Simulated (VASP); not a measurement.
Input of a VASP 6.6.1 run:

File INCAR:

```
SYSTEM = W
ALGO     = Normal         ! electronic algorithm
EDIFF    = 1E-6           ! SCF threshold, eV
ENCUT    = 520            ! plane-wave cutoff, eV
GGA      = PE             ! functional
ISIF     = 2              ! what is computed and relaxed
ISMEAR   = 0              ! smearing method
LASPH    = .TRUE.         ! aspherical terms in the spheres
LCHARG   = .FALSE.        ! write CHGCAR
LREAL    = .FALSE.        ! projectors in reciprocal space
LWAVE    = .FALSE.        ! write WAVECAR
NBANDS   = 13             ! bands
NELM     = 80             ! most SCF steps
PREC     = Accurate       ! precision mode
SIGMA    = 0.1            ! smearing width, eV
```

File KPOINTS:

```
k-points
0
G
  24 24 24
  0 0 0
```

Contents of POSCAR:

```
W
1.0
   -1.5919224576      1.5919224576      1.5919224576
    1.5919224576     -1.5919224576      1.5919224576
    1.5919224576      1.5919224576     -1.5919224576
W
1
Direct
    0.0000000000      0.0000000000      0.0000000000
```

Potentials or basis: VASP PAW PBE potentials, release 64 (W_sv).

Run with:

```bash
$ cat potpaw_PBE.64/W_sv/POTCAR > POTCAR
$ mpirun -np 1 vasp_std > vasp.out
```

Problem. What does it give for the band gap on the k mesh?

Solution. Zero (bands 7 and 8 overlap by 6.24 eV).

Problem. Estimate the pressure.

Solution. 0.5 GPa.

Caveat: spin-orbit coupling is left out, which moves the levels of the heavy elements.
